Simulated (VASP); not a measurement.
# Al (Fm-3m) in VASP: a series of runs

Al is run at these levels: revPBE+D4, BHLYP; tasks: single point.

All numbers are computed with VASP 6.6.1; they aren't measurements. Logs are shortened: lines on timing, memory, paths and dates and some standing lists are left out, and cuts for length are marked.

### 1 The cell of the first run

It takes space group Fm-3m (No. 225, cubic). Conventional cell: a = 4.050 Å, b = 4.050 Å, c = 4.050 Å, α = 90.00°, β = 90.00°, γ = 90.00°. Within 3.8 Å of Al (site symmetry m-3m) lie 12 Al at 2.86 Å.

### 2 Single point, revPBE+D4

Input file INCAR:

```
PREC = Accurate
ENCUT = 500
EDIFF = 1E-6
ISMEAR = 0
SIGMA = 0.1
LREAL = F
LASPH = T
NELM = 120
ALGO = Normal
ISIF = 2
LWAVE = F
LCHARG = F
GGA = RE
IVDW = 13
NBANDS = 8
GGA_COMPAT = F
```

Input file KPOINTS:

```
Automatic mesh
0
Gamma
  11 11 11
```

Input file POSCAR:

```
Al
1.0
    0.0000000000      2.0248050000      2.0248050000
    2.0248050000      0.0000000000      2.0248050000
    2.0248050000      2.0248050000      0.0000000000
Al
1
Direct
    0.0000000000      0.0000000000      0.0000000000
```

Potentials or basis: VASP PAW PBE potentials, release 64 (Al).

Started as:

```console
$ cat potpaw_PBE.64/Al/POTCAR > POTCAR
$ mpirun -np 1 vasp_std > vasp.out
```

OUTCAR:

```text
PREC = Accurate
   ENCUT = 500
   EDIFF = 1E-6
   ISMEAR = 0
   LREAL = F
   LASPH = T
   NELM = 120
   ISIF = 2
   GGA = RE
   IVDW = 13

 ion  position               nearest neighbor table
   1  0.000  0.000  0.000-

  LATTYP: Found a face centered cubic cell.
 ALAT       =     4.0496100000

  Lattice vectors:

 A1 = (   0.0000000000,   2.0248050000,   2.0248050000)
 A2 = (   2.0248050000,   0.0000000000,   2.0248050000)
 A3 = (   2.0248050000,   2.0248050000,   0.0000000000)

Analysis of symmetry for initial positions (statically):
=====================================================================
 Subroutine PRICEL returns:
 Original cell was already a primitive cell.

 Routine SETGRP: Setting up the symmetry group for a
 face centered cubic supercell.

 Subroutine GETGRP returns: Found 48 space group operations
 (whereof 48 operations were pure point group operations)
 out of a pool of 48 trial point group operations.

The static configuration has the point symmetry O_h .

Analysis of symmetry for dynamics (positions and initial velocities):
=====================================================================
 Subroutine PRICEL returns:
 Original cell was already a primitive cell.

 Routine SETGRP: Setting up the symmetry group for a
 face centered cubic supercell.

 Subroutine GETGRP returns: Found 48 space group operations
 (whereof 48 operations were pure point group operations)
 out of a pool of 48 trial point group operations.

The dynamic configuration has the point symmetry O_h .

 Subroutine INISYM returns: Found 48 space group operations
 (whereof 48 operations are pure point group operations),
 and found     1 'primitive' translations

----------------------------------------------------------------------------------------

                                     Primitive cell

  volume of cell :      16.6027

  direct lattice vectors                    reciprocal lattice vectors
     0.000000000  2.024805000  2.024805000    -0.246937359  0.246937359  0.246937359
     2.024805000  0.000000000  2.024805000     0.246937359 -0.246937359  0.246937359
     2.024805000  2.024805000  0.000000000     0.246937359  0.246937359 -0.246937359

  length of vectors
     2.863506692  2.863506692  2.863506692     0.427708053  0.427708053  0.427708053

  position of ions in fractional coordinates (direct lattice)
     0.000000000  0.000000000  0.000000000

  ion indices of the primitive-cell ions
   primitive index   ion index
                 1           1

[... 78 lines left out ...]
   ISYM   =      2    0-nonsym 1-usesym 2-fastsym
   POTIM  = 0.5000    time-step for ionic-motion
   TEBEG  =    0.0;   TEEND  =   0.0 temperature during run
   PSTRESS=    0.0 pullay stress
   NELECT =       3.0000    total number of electrons
   NUPDOWN=      -1.0000    fix difference up-down
   EMIN   =  10.00;   EMAX   =-10.00  energy-range for DOS
   EFERMI =   0.00;   METHOD = LEGACY
   ISMEAR =     0;   SIGMA  =   0.10  broadening in eV -4-tet -1-fermi 0-gaus
   EFERMI_NEDOS =   21; number of points for ismear=-14 and -15
   IALGO  =     38    algorithm
   IMIX   =      4    mixing-type and parameters
     AMIX     =   0.40;   BMIX     =  1.00
     AMIX_MAG =   1.60;   BMIX_MAG =  1.00
  volume/ion in A,a.u.               =      16.60       112.04
  Fermi-wavevector in a.u.,A,eV,Ry     =   0.925526  1.748991 11.654733  0.856599
  Thomas-Fermi vector in A             =   2.051390
   LORBIT       =      0    0 simple, 1 ext, 2 COOP (PROOUT), +10 PAW based schemes
   GGA     = RE    functional components
   LHFCALC =     F    Hartree Fock is set to
   AEXX    =    0.0000 exact exchange contribution
   IVDW    =    13    specifies the selected vdW correction
   LEPSILON=     F    determine dielectric tensor
   LRPA    =     F    only Hartree local field effects (RPA)
 non-spin polarized calculation
 Gauss-broadening in eV      SIGMA  =   0.10
  energy-cutoff  :      500.00
  volume of cell :       16.60
 maximum number of plane-waves:       440
 NGX is ok and might be reduce to    24
   NGX = 11   NGY = 11   NGZ = 11

 number of electron       3.0000000 magnetization

 Free energy of the ion-electron system (eV)
  ---------------------------------------------------
  ext. energy  EPLUGINS =         0.00000000
  ---------------------------------------------------
  free energy    TOTEN  =        -3.56294627 eV

  energy without entropy =       -3.55999487  energy(sigma->0) =       -3.56147057

 E-fermi :   8.0205     XC(G=0): -10.1328

 val. band max:        8.0088894454   @ k =  -0.4545   0.3636   0.0000
 cond. band min:       8.0432111877   @ k =   0.4545   0.1818   0.0909
 fundamental gap:      0.0343217423
 Fermi energy:         8.0205482334

 k-point     1 :       0.0000    0.0000    0.0000
  band No.  band energies     occupation
      1      -3.0837      2.00000
      2      20.5741      0.00000
      3      20.5741      0.00000
      4      20.5741      0.00000
      5      22.1250      0.00000
      6      22.1250      0.00000
      7      22.1250      0.00000
      8      24.3708      0.00000
[... 243 lines left out ...]
 k-point    24 :      -0.1818    0.1818    0.0000
  band No.  band energies     occupation
      1      -0.7153      2.00000
      2      11.8164      0.00000
      3      13.2843      0.00000
      4      19.8556      0.00000
      5      21.8625      0.00000
      6      22.8857      0.00000
      7      24.0573      0.00000
      8      24.9810      0.00000

 [... further k-points ...]

------------------------ aborting loop because EDIFF is reached ----------------------------------------

  DFT-D4 for vdW energy calculation

  Edisp (eV):   -0.56123

  FORCE on cell =-STRESS in cart. coord.  units (eV):
  Direction    XX          YY          ZZ          XY          YZ          ZX
  --------------------------------------------------------------------------------------
  -------------------------------------------------------------------------------------
  Total      -0.49691    -0.49691    -0.49691    -0.00000     0.00000    -0.00000
  in kB     -47.95180   -47.95180   -47.95180    -0.00000     0.00000    -0.00000
  external pressure =      -47.95 kB  Pullay stress =        0.00 kB

 VOLUME and BASIS-vectors are now :
 -----------------------------------------------------------------------------
  energy-cutoff  :      500.00
  volume of cell :       16.60
      direct lattice vectors                 reciprocal lattice vectors
     0.000000000  2.024805000  2.024805000    -0.246937359  0.246937359  0.246937359
     2.024805000  0.000000000  2.024805000     0.246937359 -0.246937359  0.246937359
     2.024805000  2.024805000  0.000000000     0.246937359  0.246937359 -0.246937359

 POSITION                                       TOTAL-FORCE (eV/Angst)
 -----------------------------------------------------------------------------------
      0.00000      0.00000      0.00000         0.000000     -0.000000      0.000000
 -----------------------------------------------------------------------------------
    total drift:                                0.000000     -0.000000     -0.000000

  FREE ENERGIE OF THE ION-ELECTRON SYSTEM (eV)
  ---------------------------------------------------
  free  energy   TOTEN  =        -4.1241808823 eV

  energy  without entropy=       -4.1212294846  energy(sigma->0) =       -4.12270518
```

OSZICAR:

```text
N       E                     dE             d eps       ncg     rms          rms(c)
DAV:   1    -0.209045465959E+01   -0.20905E+01   -0.88985E+02   896   0.200E+02
DAV:   2    -0.357648150073E+01   -0.14860E+01   -0.13932E+01  1216   0.189E+01
DAV:   3    -0.358445459490E+01   -0.79731E-02   -0.79702E-02  1192   0.159E+00
DAV:   4    -0.358446945785E+01   -0.14863E-04   -0.14864E-04  1384   0.586E-02
DAV:   5    -0.358446948475E+01   -0.26903E-07   -0.26413E-07  1192   0.157E-03    0.171E+00
DAV:   6    -0.357232871694E+01    0.12141E-01   -0.14998E-03  1192   0.208E-01    0.993E-01
DAV:   7    -0.356296117477E+01    0.93675E-02   -0.45780E-03  1208   0.335E-01    0.179E-01
DAV:   8    -0.356294928279E+01    0.11892E-04   -0.13263E-05  1304   0.256E-02    0.341E-02
DAV:   9    -0.356294656704E+01    0.27157E-05   -0.12366E-06  1264   0.572E-03    0.577E-04
DAV:  10    -0.356294626956E+01    0.29748E-06   -0.56126E-09   808   0.566E-04
   1 F= -.41241809E+01 E0= -.41227052E+01  d E =-.295140E-02
```

stdout:

```text
POSCAR found type information on POSCAR Al
 POSCAR found :  1 types and       1 ions
 scaLAPACK will be used
 -----------------------------------------------------------------------------
|                                                                             |
|                                                                             |
|     You enforced a specific xc type in the INCAR file but a different       |
|     I HOPE YOU KNOW WHAT YOU ARE DOING!                                     |
|                                                                             |
 -----------------------------------------------------------------------------

 LDA part: xc-table for (Slater+PW92), standard interpolation
 POSCAR, INCAR and KPOINTS ok, starting setup
 FFT: planning ... GRIDC
 FFT: planning ... GRID_SOFT
 FFT: planning ... GRID
 WAVECAR not read
 entering main loop
```

It took 5.8 s on 1 thread of AMD EPYC 7R13 (Zen 3), shared host; peak memory 0.1 GiB.

What came out:

- Free energy: -4.1242 eV
- Pressure: -4.8 GPa
- Band gap on the k mesh: zero (an odd number of electrons rules out a gap without spin polarisation)
- Dispersion energy per atom: -0.561 eV

Levels at points of the mesh, in eV from the Fermi level:
| k point | band 1 | band 2 | band 3 | band 4 | band 5 |
| --- | --- | --- | --- | --- | --- |
| (0.00, 0.00, 0.00) | -11.10 | 12.55 | 12.55 | 12.55 | 14.10 |

Caveat: the cell stands under tension; the PAW data sets were made with another functional, which shifts forces and pressure a little.

### 3 Single point, BHLYP

This run uses another cell than the first one, of 15.61 Å³/atom.

Input file POSCAR:

```
Al
1.0
    0.0000000000      1.9834708509      1.9834708509
    1.9834708509      0.0000000000      1.9834708509
    1.9834708509      1.9834708509      0.0000000000
Al
1
Direct
    0.0000000000      0.0000000000      0.0000000000
```

Input file INCAR.step1:

```
SYSTEM = Al
ALGO = Normal ; EDIFF = 1E-5
ENCUT = 520 ; GGA = PE
ISIF = 2 ; ISMEAR = -1
LASPH = .TRUE. ; LREAL = .FALSE.
LWAVE = .TRUE. ; NBANDS = 8
NELM = 100 ; PREC = Accurate
SIGMA = 0.05
```

Input file INCAR.step2:

```
SYSTEM = Al
AEXX = 0.5 ; AGGAC = 1.0
AGGAX = 0.5 ; ALDAC = 0.0
ALDAX = 0.5 ; ALGO = Normal
EDIFF = 1E-6 ; ENCUT = 520
GGA = B5 ; ISIF = 2
ISMEAR = -1 ; ISTART = 1
LASPH = .TRUE. ; LCHARG = .TRUE.
LELF = .TRUE. ; LHFCALC = .TRUE.
LREAL = .FALSE. ; LVHAR = .TRUE.
LWAVE = .FALSE. ; NBANDS = 8
NELM = 100 ; PREC = Accurate
PRECFOCK = Normal ; SIGMA = 0.05
```

Input file KPOINTS:

```
k-points
0
G
  6 6 6
  0 0 0
```

Potentials or basis: VASP PAW PBE potentials, release 64 (Al).

Started as:

```console
$ cat potpaw_PBE.64/Al/POTCAR > POTCAR
$ cp INCAR.step1 INCAR
$ mpirun -np 1 vasp_std > vasp.out
$ cp INCAR.step2 INCAR
$ mpirun -np 1 vasp_std > vasp.out
```

It took 65 s on 1 thread of Intel Xeon Platinum 8488C (Sapphire Rapids), shared host; peak memory 0.13 GiB.

It converged, with:

```
Free energy            : -4.2217 eV
Pressure               : 6.2 GPa
Band gap on the k mesh : zero (an odd number of electrons rules out a gap without spin polarisation)
```

Levels at points of the mesh, in eV from the Fermi level:
```
           k point  band 1  band 2  band 3  band 4  band 5
(0.00, 0.00, 0.00)  -16.42   15.20   15.20   15.20   17.01
(0.50, 0.00, 0.00)   -7.76   -7.45   13.87   13.87   13.97
(0.50, 0.50, 0.00)   -5.52   -3.34    6.63    7.21    7.21
```

Caveat: the k points lie up to 0.46 Å⁻¹ apart, too coarse for converged energies and pressures of a metal; the PAW data sets were made with another functional, which shifts forces and pressure a little.
